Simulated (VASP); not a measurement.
# Si2W (I4/mmm) in VASP: further runs, part 2 of 2

VASP 6.6.1. Earlier steps stand in the parts before.

## (4) Single point, RPBE

This run uses another cell than the first one, of 13.84 Å³/atom.

INCAR

```
SYSTEM = Si2W
PREC = Accurate
ENCUT = 520
EDIFF = 1E-7
ISMEAR = -1
SIGMA = 0.05
LREAL = .False.
LASPH = .True.
NELM = 100
ALGO = Normal
ISIF = 2
LWAVE = .False.
LCHARG = .True.
GGA = RP
LELF = .True.
LVHAR = .True.
NBANDS = 18
```

KPOINTS

```
Automatic mesh
0
Gamma
  12 12 12
  0 0 0
```

POSCAR

```
Si2W
1.0
   -1.6212153453      1.6212153453      3.9494358963
    1.6212153453     -1.6212153453      3.9494358963
    1.6212153453      1.6212153453     -3.9494358963
W Si
1 2
Direct
    0.0000000000      0.0000000000      0.0000000000
    0.6655808271      0.6655808271      0.0000000000
    0.3344191729      0.3344191729      0.0000000000
```

Potentials or basis: VASP PAW PBE potentials, release 64 (W_sv, Si).

Run with:

```console
cat potpaw_PBE.64/W_sv/POTCAR potpaw_PBE.64/Si/POTCAR > POTCAR
mpirun -np 1 vasp_std > vasp.out
```

OUTCAR:

```text
SYSTEM = Si2W
   PREC = Accurate
   ENCUT = 520
   EDIFF = 1E-7
   ISMEAR = -1
   LREAL = .False.
   LASPH = .True.
   NELM = 100
   ISIF = 2
   GGA = RP

 ion  position               nearest neighbor table
   1  0.000  0.000  0.000-   3 2.64   2 2.64   2 2.64   2 2.64   2 2.64   3 2.64   3 2.64   3 2.64
                             2 2.64   3 2.64
   2  0.666  0.666  0.000-   3 2.62   1 2.64   1 2.64   1 2.64   1 2.64   1 2.64   3 2.65   3 2.65
                             3 2.65   3 2.65
   3  0.334  0.334  0.000-   2 2.62   1 2.64   1 2.64   1 2.64   1 2.64   1 2.64   2 2.65   2 2.65
                             2 2.65   2 2.65

  LATTYP: Found a body centered tetragonal cell.
 ALAT       =     3.2424306906
 C/A-ratio  =     2.4360958017

  Lattice vectors:

 A1 = (  -1.6212153453,   1.6212153453,   3.9494358963)
 A2 = (   1.6212153453,  -1.6212153453,   3.9494358963)
 A3 = (   1.6212153453,   1.6212153453,  -3.9494358963)

Analysis of symmetry for initial positions (statically):
=====================================================================
 Subroutine PRICEL returns:
 Original cell was already a primitive cell.

 Routine SETGRP: Setting up the symmetry group for a
 body centered tetragonal supercell.

[... 172 lines left out ...]
 fundamental gap:      0.0612971892
 Fermi energy:        11.6801580663

 k-point     1 :       0.0000    0.0000    0.0000
  band No.  band energies     occupation
      1     -62.2693      2.00000
      2     -26.4980      2.00000
      3     -26.4941      2.00000
      4     -26.4941      2.00000
      5      -2.1940      2.00000
      6       4.9851      2.00000
[... 481 lines left out ...]
      5       0.8236      2.00000
      6       3.4825      2.00000
[... 10 lines left out ...]
     17      18.5873      0.00000
     18      19.8159      0.00000

 [... further k-points ...]

------------------------ aborting loop because EDIFF is reached ----------------------------------------

  FORCE on cell =-STRESS in cart. coord.  units (eV):
  Direction    XX          YY          ZZ          XY          YZ          ZX
  --------------------------------------------------------------------------------------
  -------------------------------------------------------------------------------------
  Total       -0.0523187     -0.0523187     -0.0863677      0.0000000      0.0000000      0.0000000
  in kB       -2.0187909     -2.0187909     -3.3326175      0.0000000      0.0000000      0.0000000
  external PRESSURE =      -2.4567331 kB  Pullay stress =       0.0000000 kB

 VOLUME and BASIS-vectors are now :
 -----------------------------------------------------------------------------
  energy-cutoff  :      520.00
  volume of cell :       41.52
      direct lattice vectors                 reciprocal lattice vectors
    -1.621215345  1.621215345  3.949435896     0.000000000  0.308410602  0.126600358
     1.621215345 -1.621215345  3.949435896     0.308410602  0.000000000  0.126600358
     1.621215345  1.621215345 -3.949435896     0.308410602  0.308410602  0.000000000

 POSITION                                       TOTAL-FORCE (eV/Angst)
 -----------------------------------------------------------------------------------
      0.00000      0.00000      0.00000         0.000000      0.000000      0.000000
      0.00000      0.00000      5.25734        -0.000000     -0.000000      0.001710
      0.00000      0.00000      2.64153         0.000000      0.000000     -0.001710
 -----------------------------------------------------------------------------------
    total drift:                               -0.000000     -0.000000      0.000000

  FREE ENERGIE OF THE ION-ELECTRON SYSTEM (eV)
  ---------------------------------------------------
  free  energy   TOTEN  =       -23.6550334078 eV

  energy  without entropy=      -23.6529976732  energy(sigma->0) =      -23.65401554
```

OSZICAR:

```text
N       E                     dE             d eps       ncg     rms          rms(c)
DAV:   1     0.132008199933E+03    0.13201E+03   -0.10801E+04  5868   0.123E+03
DAV:   2    -0.200849781125E+02   -0.15209E+03   -0.14864E+03  6744   0.321E+02
DAV:   3    -0.244800059588E+02   -0.43950E+01   -0.43318E+01  7408   0.491E+01
DAV:   4    -0.245204715951E+02   -0.40466E-01   -0.40342E-01  6894   0.490E+00
DAV:   5    -0.245209202588E+02   -0.44866E-03   -0.44864E-03  7064   0.554E-01    0.241E+01
DAV:   6    -0.237567477572E+02    0.76417E+00   -0.37122E+00  6282   0.135E+01    0.819E+00
DAV:   7    -0.236784525768E+02    0.78295E-01   -0.26070E-01  6242   0.279E+00    0.446E+00
DAV:   8    -0.236554205796E+02    0.23032E-01   -0.49154E-02  6518   0.178E+00    0.380E-01
DAV:   9    -0.236551143899E+02    0.30619E-03   -0.10891E-03  6808   0.271E-01    0.233E-01
DAV:  10    -0.236550439071E+02    0.70483E-04   -0.34607E-04  6910   0.161E-01    0.381E-02
DAV:  11    -0.236550342278E+02    0.96793E-05   -0.44936E-05  6790   0.496E-02    0.217E-02
DAV:  12    -0.236550344666E+02   -0.23878E-06   -0.22755E-06  6988   0.954E-03    0.526E-03
DAV:  13    -0.236550335471E+02    0.91950E-06   -0.45347E-07  6338   0.572E-03    0.702E-04
DAV:  14    -0.236550334158E+02    0.13129E-06   -0.17996E-08  3260   0.130E-03    0.427E-04
DAV:  15    -0.236550334078E+02    0.79112E-08   -0.35063E-09  3164   0.609E-04
   1 F= -.23655033E+02 E0= -.23654016E+02  d E =-.203573E-02
```

stdout:

```text
POSCAR found type information on POSCAR W Si
 POSCAR found :  2 types and       3 ions
 scaLAPACK will be used
 -----------------------------------------------------------------------------
|                                                                             |
|                                                                             |
|     You enforced a specific xc type in the INCAR file but a different       |
|     I HOPE YOU KNOW WHAT YOU ARE DOING!                                     |
|                                                                             |
 -----------------------------------------------------------------------------

 LDA part: xc-table for (Slater+PW92), standard interpolation
 POSCAR, INCAR and KPOINTS ok, starting setup
 FFT: planning ... GRIDC
 FFT: planning ... GRID_SOFT
 FFT: planning ... GRID
 WAVECAR not read
 entering main loop
```

Run time: 2.2 min. Hardware: 1 thread of Intel Xeon Platinum 8375C at 2.90GHz (Ice Lake), shared host; peak memory 0.28 GiB.

Results:

```
Free energy            : -23.6550 eV
Pressure               : -0.2 GPa
Band gap on the k mesh : zero (bands 11 and 12 overlap by 1.26 eV)
```

Caveat: the PAW data sets were made with another functional, which shifts forces and pressure a little; spin-orbit coupling is left out, which moves the levels of the heavy elements.

## (5) Summary

```csv
level,cell,gap on the mesh (eV),pressure (GPa)
BLYP,"a = 4.527 Å, angles 138.4, 138.4, 60.3°, 3 atoms",none,13.3
revPBE,"a = 4.562 Å, angles 138.4, 138.4, 60.3°, 3 atoms",none,-0.2
RPBE,"a = 4.567 Å, angles 138.4, 138.4, 60.3°, 3 atoms",none,-0.2
```

Alike in all rows: task single point; potentials or basis VASP PAW PBE potentials, release 64 (W_sv, Si); no spin polarisation; k mesh 12 × 12 × 12; cutoff (eV) 520; smearing fermi-dirac 0.05 eV.

Caveats: the PAW data sets were made with another functional, which shifts forces and pressure a little; spin-orbit coupling is left out, which moves the levels of the heavy elements; the cell stands under pressure (at least some runs).

Total energies depend on the potentials used, so only differences within one code and one set of settings carry meaning.
